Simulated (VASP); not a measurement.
Write the native input for VASP 6.6.1 that does the following.

| Item | Value |
| --- | --- |
| Task | single point |
| Functional | PBE |
| Potentials or basis | VASP PAW PBE potentials, release 64 (Hf_pv) |
| Cutoff | 520 eV |
| k mesh | 12 × 12 × 12 |
| Occupations | gaussian, width 0.1 eV |
| Spin | no spin polarisation |
| Dipole correction | no |
| Further INCAR settings | ALGO = Fast; EDIFF = 1e-07; NBANDS = 22 |

The structure of Hf lies in POSCAR:

```
Hf
1.0
    4.2717642322      0.0000000000      0.0000000000
    0.0000000000      4.2717642322      0.0000000000
    0.0000000000      0.0000000000      4.2717642322
Hf
3
Direct
    0.0000000000      0.5000000000      0.5000000000
    0.5000000000      0.0000000000      0.5000000000
    0.5000000000      0.5000000000      0.0000000000
```

The cell was generated, and may not be a known phase.

These files were run (other wordings do the same):

INCAR

```
SYSTEM = Hf
PREC = Accurate
ENCUT = 520
EDIFF = 1E-7
ISMEAR = 0
SIGMA = 0.1
LREAL = .False.
LASPH = .True.
NELM = 100
ALGO = Fast
ISIF = 2
LWAVE = .False.
LCHARG = .True.
GGA = PE
LELF = .True.
LVHAR = .True.
NBANDS = 22
```

KPOINTS

```
Automatic mesh
0
Gamma
  12 12 12
  0 0 0
```

Potentials or basis: VASP PAW PBE potentials, release 64 (Hf_pv).

Run with:

```sh
$ cat potpaw_PBE.64/Hf_pv/POTCAR > POTCAR
$ mpirun -np 1 vasp_std > vasp.out
```

Results of the run:

| Quantity | Value |
| --- | --- |
| Pressure | -0.3 GPa |
| Band gap on the k mesh | zero (bands 15 and 16 overlap by 2.61 eV) |

Caveat: spin-orbit coupling is left out, which moves the levels of the heavy elements.

Run time: 2.8 min on 1 thread of Intel Xeon 8259CL, on a shared host, peak memory 0.25 GiB.
